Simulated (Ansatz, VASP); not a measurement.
## One calculation of WSe2, two programs

```
W Se
1.0
     3.31931    0.00000    0.00000
    -1.65965    2.87460    0.00000
     0.00000    0.00000   17.16105
W Se
1 2
Direct
  0.00000 0.00000 0.00000
  0.33333 0.66667 0.10040
  0.33333 0.66667 0.89960
```

Change from the starting cell: strain +0.015 along x and y, +0.030 along z, atoms carried along.

Alike in both runs: task single point; functional PBEsol; k mesh 12 × 12 × 2; occupations gaussian, width 0.05 eV; no spin polarisation.

|  | VASP | Ansatz |
| --- | --- | --- |
| version | VASP 6.6.1 | Ansatz 0.2.0 |
| potentials or method | VASP PAW PBE potentials, release 64 (W_sv, Se), cutoff 520 eV | scalar-relativistic, plane waves, PAW |
| valence electrons in the cell | 26 | 46 |

VASP gave:

| Item | Value |
| --- | --- |
| gap on the k mesh at the Fermi level (eV) | 1.53 |
| least direct gap on the mesh (eV) | 1.63 |
| rms of the force components (eV/Å) | 0.501 |

What did Ansatz give for the same quantities?

gap on the k mesh at the Fermi level (eV): 1.52; least direct gap on the mesh (eV): 1.63; rms of the force components (eV/Å): 0.523.

VASP's potentials were made for PBE, not for PBEsol. Atom by atom the forces differ by 0.022 eV/Å (rms over components). VASP's potentials hold 26 valence electrons a cell and Ansatz's 46, so a difference there can come from the potentials and not from the codes.

Neither program's run includes spin-orbit coupling.
